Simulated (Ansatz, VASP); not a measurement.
## One calculation of WSe2, two programs

Contents of INCAR:

```
SYSTEM = WSe2
PREC = Accurate
ENCUT = 520
EDIFF = 1E-6
ISMEAR = 0
SIGMA = 0.05
LREAL = .False.
LASPH = .True.
NELM = 100
ALGO = Normal
ISIF = 2
LWAVE = .False.
LCHARG = .False.
LDIPOL = .True.
IDIPOL = 3
DIPOL = 0.5 0.5 0.383
GGA = PE
IVDW = 12
NBANDS = 35
```

File KPOINTS:

```
Automatic mesh
0
Gamma
  9 9 1
  0 0 0
```

POSCAR

```
WSe2
1.0
    3.2854929709      0.0000000000      0.0000000000
   -1.6427464855      2.8453203767      0.0000000000
    0.0000000000      0.0000000000     24.2386466774
Se W
4 2
Direct
    0.3333333333      0.6666666667      0.1856539294
    0.3333333333      0.6666666667      0.3246601777
    0.3333333333      0.6666666667      0.4405907426
    0.3333333333      0.6666666667      0.5795969909
    0.6666666667      0.3333333333      0.2551570536
    0.6666666667      0.3333333333      0.5100938667
```

Input for Ansatz:

```yaml
crystal:
  lattice:
    - [3.2854929709, 0.0, 0.0]
    - [-1.6427464855, 2.8453203767, 0.0]
    - [0.0, 0.0, 24.2386466774]
  atoms:
    - { symbol: Se, position: [0.3333333333, 0.6666666667, 0.1856539294] }
    - { symbol: W, position: [0.6666666667, 0.3333333333, 0.2551570536] }
    - { symbol: Se, position: [0.3333333333, 0.6666666667, 0.3246601777] }
    - { symbol: Se, position: [0.3333333333, 0.6666666667, 0.4405907426] }
    - { symbol: W, position: [0.6666666667, 0.3333333333, 0.5100938667] }
    - { symbol: Se, position: [0.3333333333, 0.6666666667, 0.5795969909] }
basis:
  ecutwfc: 420
kpoints:
  mp_grid: { grid: [9, 9, 1] }
hamiltonian:
  xc: pbe
  pseudopotentials: { kind: paw, azcp: { folder: soft_1 } }
  dispersion: d3bj
scf:
  occupations: { method: gaussian, width: 0.05 }
output:
  forces: true
  eigenvalues: true
efield:
  axis: 3
  dipole_correction: true
  ramp_width: 0.04
```

Alike in both runs: task single point; functional PBE; dispersion D3(BJ); k mesh 9 × 9 × 1; occupations gaussian, width 0.05 eV; no spin polarisation.

```csv
,VASP,Ansatz
version,VASP 6.6.1,Ansatz 0.2.0
potentials or method,"VASP PAW PBE potentials, release 64 (Se, W_sv), cutoff 520 eV","scalar-relativistic, plane waves, PAW"
valence electrons in the cell,52,92
```

```csv
,VASP,Ansatz,Ansatz less VASP
gap on the k mesh at the Fermi level (eV),0.73,0.74,+0.005
least direct gap on the mesh (eV),1.56,1.56,+0.003
rms of the force components (eV/Å),0.475,0.490,+0.0149
```

VASP's potentials hold 52 valence electrons a cell and Ansatz's 92, so a difference there can come from the potentials and not from the codes.

Spin-orbit coupling is off throughout.
